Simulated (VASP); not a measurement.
# HgTe (Fm-3m) in VASP: further runs

Runs on HgTe. Level: PBE. Tasks: single point, relaxation of cell and atoms.

Program: VASP 6.6.1. These are calculated values, not measurements. Logs are shortened: lines on timing, memory, paths and dates and some standing lists are left out, and cuts for length are marked.

### 1 The cell of the first run

Symmetry: Fm-3m, No. 225, cubic system. The conventional cell has a = 6.143 Å, b = 6.143 Å, c = 6.143 Å, α = 90.00°, β = 90.00°, γ = 90.00°. Hg (site symmetry m-3m) has 6 Te at 3.07 Å within 4.0 Å. Within 4.0 Å of Te (site symmetry m-3m) lie 6 Hg at 3.07 Å.

### 2 Single point, PBE

Contents of INCAR:

```
PREC = Accurate ; ENCUT = 520
EDIFF = 1E-7 ; ISMEAR = 0
SIGMA = 0.1 ; LREAL = False
LASPH = True ; NELM = 100
ALGO = Normal ; ISIF = 2
LWAVE = False ; LCHARG = True
GGA = PE ; LELF = True
LVHAR = True ; NBANDS = 16
```

Contents of KPOINTS:

```
regular mesh
0
Gamma
  12 12 12
```

Contents of POSCAR:

```
HgTe
1.0
    0.0000000000      3.0715914671      3.0715914671
    3.0715914671      0.0000000000      3.0715914671
    3.0715914671      3.0715914671      0.0000000000
Hg Te
1 1
Direct
    0.0000000000      0.0000000000      0.0000000000
    0.5000000000      0.5000000000      0.5000000000
```

Potentials or basis: VASP PAW PBE potentials, release 64 (Hg, Te).

Started as:

```sh
> cat potpaw_PBE.64/Hg/POTCAR potpaw_PBE.64/Te/POTCAR > POTCAR
> mpirun -np 1 vasp_std > vasp.out
```

OUTCAR:

```text
PREC = Accurate
   ENCUT = 520
   EDIFF = 1E-7
   ISMEAR = 0
   LREAL = False
   LASPH = True
   NELM = 100
   ISIF = 2
   GGA = PE

 ion  position               nearest neighbor table
   1  0.000  0.000  0.000-   2 3.07   2 3.07   2 3.07   2 3.07   2 3.07   2 3.07
   2  0.500  0.500  0.500-   1 3.07   1 3.07   1 3.07   1 3.07   1 3.07   1 3.07

  LATTYP: Found a face centered cubic cell.
 ALAT       =     6.1431829342

  Lattice vectors:

 A1 = (   0.0000000000,   3.0715914671,   3.0715914671)
 A2 = (   3.0715914671,   0.0000000000,   3.0715914671)
 A3 = (   3.0715914671,   3.0715914671,   0.0000000000)

Analysis of symmetry for initial positions (statically):
=====================================================================
 Subroutine PRICEL returns:
 Original cell was already a primitive cell.

 Routine SETGRP: Setting up the symmetry group for a
 face centered cubic supercell.

 Subroutine GETGRP returns: Found 48 space group operations
 (whereof 48 operations were pure point group operations)
 out of a pool of 48 trial point group operations.

The static configuration has the point symmetry O_h .

Analysis of symmetry for dynamics (positions and initial velocities):
=====================================================================
 Subroutine PRICEL returns:
 Original cell was already a primitive cell.

 Routine SETGRP: Setting up the symmetry group for a
 face centered cubic supercell.

 Subroutine GETGRP returns: Found 48 space group operations
 (whereof 48 operations were pure point group operations)
 out of a pool of 48 trial point group operations.

The dynamic configuration has the point symmetry O_h .

 Subroutine INISYM returns: Found 48 space group operations
 (whereof 48 operations are pure point group operations),
 and found     1 'primitive' translations

----------------------------------------------------------------------------------------

                                     Primitive cell

  volume of cell :      57.9589

  direct lattice vectors                    reciprocal lattice vectors
     0.000000000  3.071591467  3.071591467    -0.162782064  0.162782064  0.162782064
     3.071591467  0.000000000  3.071591467     0.162782064 -0.162782064  0.162782064
     3.071591467  3.071591467  0.000000000     0.162782064  0.162782064 -0.162782064

  length of vectors
     4.343886311  4.343886311  4.343886311     0.281946806  0.281946806  0.281946806

  position of ions in fractional coordinates (direct lattice)
     0.000000000  0.000000000  0.000000000
     0.500000000  0.500000000  0.500000000

  ion indices of the primitive-cell ions
   primitive index   ion index
                 1           1
                 2           2

----------------------------------------------------------------------------------------

 KPOINTS: regular mesh

Automatic generation of k-mesh.
 Grid dimensions read from file:
 generate k-points for:   12   12   12

 Generating k-lattice:

  Cartesian coordinates                     Fractional coordinates (reciprocal lattice)
    -0.013565172  0.013565172  0.013565172     0.083333333  0.000000000  0.000000000
     0.013565172 -0.013565172  0.013565172     0.000000000  0.083333333  0.000000000
     0.013565172  0.013565172 -0.013565172     0.000000000  0.000000000  0.083333333

  Length of vectors
     0.023495567  0.023495567  0.023495567

  Shift w.r.t. Gamma in fractional coordinates (k-lattice)
     0.000000000  0.000000000  0.000000000

 Subroutine IBZKPT returns following result:
 ===========================================

 Found     72 irreducible k-points:

 Following reciprocal coordinates:
            Coordinates               Weight
  0.000000  0.000000  0.000000      1.000000
  0.083333  0.000000  0.000000      8.000000
  0.166667  0.000000  0.000000      8.000000
  0.250000  0.000000  0.000000      8.000000
  0.333333  0.000000  0.000000      8.000000
  0.416667  0.000000  0.000000      8.000000
[... 16 lines left out ...]
  0.500000  0.166667  0.000000     24.000000
 -0.416667  0.166667  0.000000     24.000000
 [... further k-points ...]
   k-points           NKPTS =     72   k-points in BZ     NKDIM =     72   number of bands    NBANDS=     16
   number of dos      NEDOS =    301   number of ions     NIONS =      2
   total plane-waves  NPLWV =  32768
   dimension x,y,z NGX =    32 NGY =   32 NGZ =   32
   dimension x,y,z NGXF=    64 NGYF=   64 NGZF=   64
   ions per type =               1   1
   NGX,Y,Z   is equivalent  to a cutoff of  12.25, 12.25, 12.25 a.u.
   NGXF,Y,Z  is equivalent  to a cutoff of  24.49, 24.49, 24.49 a.u.
 SYSTEM =  unknown system
   PREC   = accura    normal or accurate (medium, high low for compatibility)
   ISTART =      0    job   : 0-new  1-cont  2-samecut
   ICHARG =      2    charge: 1-file 2-atom 10-const
   ISPIN  =      1    spin polarized calculation?
   LNONCOLLINEAR =      F non collinear calculations
   LSORBIT =      F    spin-orbit coupling
   LASPH  =      T    aspherical Exc in radial PAW
   ENCUT  =  520.0 eV  38.22 Ry    6.18 a.u.   8.08  8.08  8.08*2*pi/ulx,y,z
   NELM   =    100;   NELMIN=  2; NELMDL= -5     # of ELM steps
   EDIFF  = 0.1E-06   stopping-criterion for ELM
   LREAL  =      F    real-space projection
   EDIFFG = 0.1E-05   stopping-criterion for IOM
   NSW    =      0    number of steps for IOM
   IBRION =     -1    ionic relax: 0-MD 1-quasi-New 2-CG
   NFREE  =      0    steps in history (QN), initial steepest desc. (CG)
   ISIF   =      2    stress and relaxation
   ISYM   =      2    0-nonsym 1-usesym 2-fastsym
   POTIM  = 0.5000    time-step for ionic-motion
   TEBEG  =    0.0;   TEEND  =   0.0 temperature during run
   PSTRESS=    0.0 pullay stress
   NELECT =      18.0000    total number of electrons
   NUPDOWN=      -1.0000    fix difference up-down
   EMIN   =  10.00;   EMAX   =-10.00  energy-range for DOS
   EFERMI =   0.00;   METHOD = LEGACY
   ISMEAR =     0;   SIGMA  =   0.10  broadening in eV -4-tet -1-fermi 0-gaus
   EFERMI_NEDOS =   21; number of points for ismear=-14 and -15
   IALGO  =     38    algorithm
   IMIX   =      4    mixing-type and parameters
     AMIX     =   0.40;   BMIX     =  1.00
     AMIX_MAG =   1.60;   BMIX_MAG =  1.00
  volume/ion in A,a.u.               =      28.98       195.56
  Fermi-wavevector in a.u.,A,eV,Ry     =   1.108644  2.095034 16.722813  1.229092
  Thomas-Fermi vector in A             =   2.245174
   LORBIT       =      0    0 simple, 1 ext, 2 COOP (PROOUT), +10 PAW based schemes
   GGA     = PE    functional components
   LHFCALC =     F    Hartree Fock is set to
   AEXX    =    0.0000 exact exchange contribution
   IVDW    =     0    specifies the selected vdW correction
   LEPSILON=     F    determine dielectric tensor
   LRPA    =     F    only Hartree local field effects (RPA)
 non-spin polarized calculation
 Gauss-broadening in eV      SIGMA  =   0.10
  energy-cutoff  :      520.00
  volume of cell :       57.96
 maximum number of plane-waves:      1588
   NGX = 17   NGY = 17   NGZ = 17

 number of electron      18.0000000 magnetization

 Free energy of the ion-electron system (eV)
  ---------------------------------------------------
  ext. energy  EPLUGINS =         0.00000000
  ---------------------------------------------------
  free energy    TOTEN  =        -3.34534653 eV

  energy without entropy =       -3.34001132  energy(sigma->0) =       -3.34267892

 E-fermi :   4.1291     XC(G=0):  -9.7714

 val. band max:        4.0642686317   @ k =  -0.1667   0.2500   0.0833
 cond. band min:       4.1382200978   @ k =   0.3333   0.0000   0.0000
 fundamental gap:      0.0739514660
 Fermi energy:         4.1291475476

 k-point     1 :       0.0000    0.0000    0.0000
  band No.  band energies     occupation
      1      -7.7248      2.00000
      2      -2.4711      2.00000
      3      -2.4711      2.00000
      4      -2.4140      2.00000
      5      -2.4140      2.00000
      6      -2.4140      2.00000
[... 8 lines left out ...]
     15      11.8814      0.00000
     16      11.8814      0.00000

 k-point     2 :       0.0833    0.0000    0.0000
  band No.  band energies     occupation
      1      -7.6667      2.00000
      2      -2.4921      2.00000
      3      -2.4921      2.00000
      4      -2.4210      2.00000
      5      -2.4062      2.00000
      6      -2.4062      2.00000
[... 8 lines left out ...]
     15      12.0790      0.00000
     16      12.0790      0.00000

 k-point     3 :       0.1667    0.0000    0.0000
  band No.  band energies     occupation
      1      -7.4985      2.00000
      2      -2.5530      2.00000
      3      -2.5530      2.00000
      4      -2.4456      2.00000
      5      -2.3791      2.00000
      6      -2.3791      2.00000
[... 8 lines left out ...]
     15      12.4265      0.00000
     16      12.4265      0.00000

 k-point     4 :       0.2500    0.0000    0.0000
  band No.  band energies     occupation
      1      -7.2410      2.00000
      2      -2.6354      2.00000
      3      -2.6354      2.00000
      4      -2.5013      2.00000
      5      -2.3394      2.00000
      6      -2.3394      2.00000
[... 8 lines left out ...]
     15      12.9733      0.00000
     16      12.9733      0.00000

 k-point     5 :       0.3333    0.0000    0.0000
  band No.  band energies     occupation
      1      -6.9387      2.00000
      2      -2.7149      2.00000
      3      -2.7149      2.00000
      4      -2.6106      2.00000
      5      -2.2986      2.00000
      6      -2.2986      2.00000
[... 8 lines left out ...]
     15      13.7032      0.00000
     16      13.7032      0.00000

 k-point     6 :       0.4167    0.0000    0.0000
  band No.  band energies     occupation
      1      -6.6745      2.00000
      2      -2.7713      2.00000
      3      -2.7713      2.00000
      4      -2.7651      2.00000
      5      -2.2681      2.00000
      6      -2.2681      2.00000
[... 8 lines left out ...]
     15      14.5297      0.00000
     16      14.5297      0.00000

 k-point     7 :       0.5000    0.0000    0.0000
  band No.  band energies     occupation
      1      -6.5645      2.00000
      2      -2.8489      2.00000
      3      -2.7916      2.00000
      4      -2.7916      2.00000
      5      -2.2569      2.00000
      6      -2.2569      2.00000
[... 8 lines left out ...]
     15      15.0307      0.00000
     16      15.0307      0.00000

 k-point     8 :       0.0833    0.0833    0.0000
  band No.  band energies     occupation
      1      -7.6484      2.00000
      2      -2.5272      2.00000
      3      -2.4651      2.00000
      4      -2.4226      2.00000
      5      -2.4053      2.00000
      6      -2.4053      2.00000
[... 8 lines left out ...]
     15      12.7358      0.00000
     16      12.7358      0.00000

 k-point     9 :       0.1667    0.0833    0.0000
  band No.  band energies     occupation
      1      -7.5200      2.00000
      2      -2.5926      2.00000
      3      -2.4894      2.00000
      4      -2.4369      2.00000
      5      -2.3896      2.00000
      6      -2.3804      2.00000
[... 8 lines left out ...]
     15      12.8073      0.00000
     16      13.0733      0.00000
[... 172 lines left out ...]
 k-point    19 :       0.1667    0.1667    0.0000
  band No.  band energies     occupation
      1      -7.4400      2.00000
      2      -2.6521      2.00000
      3      -2.4486      2.00000
      4      -2.4461      2.00000
      5      -2.3774      2.00000
      6      -2.3774      2.00000
[... 8 lines left out ...]
     15      13.9056      0.00000
     16      13.9056      0.00000

 k-point    20 :       0.2500    0.1667    0.0000
  band No.  band energies     occupation
      1      -7.2699      2.00000
      2      -2.7068      2.00000
      3      -2.4760      2.00000
      4      -2.4630      2.00000
      5      -2.3541      2.00000
      6      -2.3375      2.00000
[... 8 lines left out ...]
     15      14.0377      0.00000
     16      14.2397      0.00000

 k-point    21 :       0.3333    0.1667    0.0000
  band No.  band energies     occupation
      1      -7.0381      2.00000
      2      -2.7358      2.00000
      3      -2.5457      2.00000
      4      -2.4895      2.00000
      5      -2.3236      2.00000
      6      -2.2892      2.00000
[... 8 lines left out ...]
     15      14.2936      0.00000
     16      14.6940      0.00000

 k-point    22 :       0.4167    0.1667    0.0000
  band No.  band energies     occupation
      1      -6.7955      2.00000
      2      -2.7229      2.00000
      3      -2.6273      2.00000
      4      -2.5403      2.00000
      5      -2.2885      2.00000
      6      -2.2554      2.00000
[... 8 lines left out ...]
     15      15.0335      0.00000
     16      15.3038      0.00000

 k-point    23 :       0.5000    0.1667    0.0000
  band No.  band energies     occupation
      1      -6.6172      2.00000
      2      -2.6995      2.00000
      3      -2.6814      2.00000
      4      -2.6122      2.00000
      5      -2.2560      2.00000
      6      -2.2439      2.00000
[... 8 lines left out ...]
     15      15.2330      0.00000
     16      15.6156      0.00000

 k-point    24 :      -0.4167    0.1667    0.0000
  band No.  band energies     occupation
      1      -6.5795      2.00000
      2      -2.7463      2.00000
      3      -2.7404      2.00000
      4      -2.5674      2.00000
      5      -2.2554      2.00000
      6      -2.2364      2.00000
[... 8 lines left out ...]
     15      14.3200      0.00000
     16      14.7922      0.00000

 [... further k-points ...]

------------------------ aborting loop because EDIFF is reached ----------------------------------------

  FORCE on cell =-STRESS in cart. coord.  units (eV):
  Direction    XX          YY          ZZ          XY          YZ          ZX
  --------------------------------------------------------------------------------------
  -------------------------------------------------------------------------------------
  Total        0.0380906      0.0380906      0.0380906      0.0000000     -0.0000000      0.0000000
  in kB        1.0529495      1.0529495      1.0529495      0.0000000     -0.0000000      0.0000000
  external PRESSURE =       1.0529495 kB  Pullay stress =       0.0000000 kB

 VOLUME and BASIS-vectors are now :
 -----------------------------------------------------------------------------
  energy-cutoff  :      520.00
  volume of cell :       57.96
      direct lattice vectors                 reciprocal lattice vectors
     0.000000000  3.071591467  3.071591467    -0.162782064  0.162782064  0.162782064
     3.071591467  0.000000000  3.071591467     0.162782064 -0.162782064  0.162782064
     3.071591467  3.071591467  0.000000000     0.162782064  0.162782064 -0.162782064

 POSITION                                       TOTAL-FORCE (eV/Angst)
 -----------------------------------------------------------------------------------
      0.00000      0.00000      0.00000         0.000000      0.000000     -0.000000
      3.07159      3.07159      3.07159        -0.000000     -0.000000      0.000000
 -----------------------------------------------------------------------------------
    total drift:                                0.000000     -0.000000     -0.000000

  FREE ENERGIE OF THE ION-ELECTRON SYSTEM (eV)
  ---------------------------------------------------
  free  energy   TOTEN  =        -3.3453465277 eV

  energy  without entropy=       -3.3400113207  energy(sigma->0) =       -3.34267892
```

Run time: 32 s. Hardware: 1 thread of Intel Xeon Platinum 8488C (Sapphire Rapids), shared host; peak memory 0.22 GiB.

Results:

```
Free energy            : -3.3453 eV
Pressure               : 0.1 GPa
Band gap on the k mesh : zero (band 9 reaches 4.41 eV, above the bottom of band 10 at 1.98 eV)
```

Caveat: spin-orbit coupling is left out, which moves the levels of the heavy elements.

### 3 Relaxation of cell and atoms, PBE

This run uses another cell than the first one, of 27.54 Å³/atom, 0.950 times its volume.

Contents of INCAR:

```
PREC = Accurate
ENCUT = 600
EDIFF = 1E-7
ISMEAR = 0
SIGMA = 0.1
LREAL = F
LASPH = T
NELM = 80
ALGO = Normal
ISIF = 3
LWAVE = F
LCHARG = F
GGA = PE
IBRION = 2
NSW = 70
EDIFFG = -0.005
```

Contents of KPOINTS:

```
Automatic mesh
0
Gamma
  12 12 12
```

Contents of POSCAR:

```
HgTe
1.0
    0.0000000000      3.0198426119      3.0198426119
    3.0198426119      0.0000000000      3.0198426119
    3.0198426119      3.0198426119      0.0000000000
Hg Te
1 1
Direct
    0.0000000000      0.0000000000      0.0000000000
    0.5000000000      0.5000000000      0.5000000000
```

Potentials or basis: VASP PAW PBE potentials, release 64 (Hg, Te).

Started as:

```sh
> cat potpaw_PBE.64/Hg/POTCAR potpaw_PBE.64/Te/POTCAR > POTCAR
> mpirun -np 1 vasp_std > vasp.out
```

Run time: 94 s. Hardware: 1 thread of Intel Xeon Platinum 8488C (Sapphire Rapids), shared host; peak memory 0.26 GiB.

Results (log left out):

- Free energy: -3.3451 eV
- Relaxed volume: 29.05 Å³/atom
- Relaxed cell: a = 4.348 Å, b = 4.348 Å, c = 4.348 Å, α = 60.00°, β = 60.00°, γ = 60.00°
- Space group after relaxing (to 0.05 Å): Fm-3m (No. 225)
- Energy gained by relaxing: 12.9 meV/atom
- Ionic steps: 3
- Pressure after relaxing: 0.0 GPa
- Band gap on the k mesh: zero (band 9 reaches 4.38 eV, above the bottom of band 10 at 1.96 eV)

The path:
```tsv
step	energy change (eV)	largest force (eV/Å)	pressure (GPa)	volume (Å³)
1	0.0000	0.0000	2.88	55.08
2	-0.0233	0.0000	-0.77	59.12
3	-0.0258	0.0000	0.01	58.10
```

Final structure:
```yaml
crystal:
  lattice:
    - [0.00000, 3.07415, 3.07415]
    - [3.07415, 0.00000, 3.07415]
    - [3.07415, 3.07415, 0.00000]
  atoms:
    - { symbol: Hg, position: [0.00000, 0.00000, 0.00000] }
    - { symbol: Te, position: [0.50000, 0.50000, 0.50000] }
```

Levels at points of the mesh, in eV from the Fermi level:
| k point | band 7 | band 8 | band 9 | band 10 | band 11 | band 12 |
| --- | --- | --- | --- | --- | --- | --- |
| (0.00, 0.00, 0.00) | -1.02 | -0.63 | -0.63 | -0.63 | 7.65 | 7.65 |
| (0.50, 0.00, 0.00) | -5.38 | 0.28 | 0.28 | 2.70 | 3.59 | 4.02 |
| (0.50, 0.50, 0.00) | -4.07 | -2.68 | -2.14 | -2.14 | 4.92 | 9.06 |

Caveat: spin-orbit coupling is left out, which moves the levels of the heavy elements. Zero-point motion and thermal expansion aren't in these numbers.
